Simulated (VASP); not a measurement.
Input of a VASP 6.6.1 run:

Contents of INCAR:

```
SYSTEM = MgO
PREC     = Accurate       ! precision mode
ENCUT    = 600            ! plane-wave cutoff, eV
EDIFF    = 1E-6           ! SCF threshold, eV
ISMEAR   = 0              ! smearing method
SIGMA    = 0.05           ! smearing width, eV
LREAL    = .False.        ! projectors in reciprocal space
LASPH    = .True.         ! aspherical terms in the spheres
NELM     = 120            ! most SCF steps
ALGO     = Normal         ! electronic algorithm
ISIF     = 2              ! what is computed and relaxed
LWAVE    = .False.        ! write WAVECAR
LCHARG   = .True.         ! write CHGCAR
GGA      = PE             ! functional
LELF     = .True.         ! ELF
LVHAR    = .True.       
NBANDS   = 11             ! bands
GGA_COMPAT= .False.
```

Contents of KPOINTS:

```
regular mesh
0
Gamma
  10 10 10
  0 0 0
```

File POSCAR:

```
MgO
1.0
    0.0000000000      2.1351500000      2.1351500000
    2.1351500000      0.0000000000      2.1351500000
    2.1351500000      2.1351500000      0.0000000000
Mg O
1 1
Direct
    0.0000000000      0.0000000000      0.0000000000
    0.5000000000      0.5000000000      0.4668825712
```

Potentials or basis: VASP PAW PBE potentials, release 64 (Mg, O).

Launch:

```sh
$ cat potpaw_PBE.64/Mg/POTCAR potpaw_PBE.64/O/POTCAR > POTCAR
$ mpirun -np 1 vasp_std > vasp.out
```

Predict the pressure.

-1.8 GPa.

Predict the band gap on the k mesh.

4.33 eV, direct.

Estimate the largest force.

0.458 eV/Å.

Forces in eV/Å, atoms in the order of the input:
```
Mg  -0.324 -0.324  0.000
O    0.324  0.324  0.000
```

Caveat: the cell differs from its parent crystal (all O atoms moved -0.100 Å, as atom 2 along Cartesian [1 1 0]).
